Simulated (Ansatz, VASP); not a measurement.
One calculation of Ca3Sc, two programs

```
Sc Ca
1.0
     0.00000    4.56944    0.00000
     4.56944    0.00000    0.00000
     2.28472    2.28472   -5.07965
Sc Ca
1 3
Cartesian
  2.2847 2.2847 0.0000
  0.0000 0.0000 0.0000
  2.2847 4.5694 -2.5398
  4.5694 2.2847 -2.5398
```

Alike in both runs: task single point; functional r2SCAN; k mesh 8 × 8 × 8; occupations gaussian, width 0.1873 eV; no spin polarisation.

|  | VASP | Ansatz |
| --- | --- | --- |
| version | VASP 6.6.1 | Ansatz 0.2.0 |
| potentials or method | VASP PAW PBE potentials, release 64 (Sc_sv, Ca_sv), cutoff 520 eV | PAW plane waves |
| valence electrons in the cell | 41 | 41 |

```csv
,VASP,Ansatz,Ansatz less VASP
pressure (GPa),13.1,12.9,-0.15
```

VASP's potentials were made for PBE, not for r2SCAN.
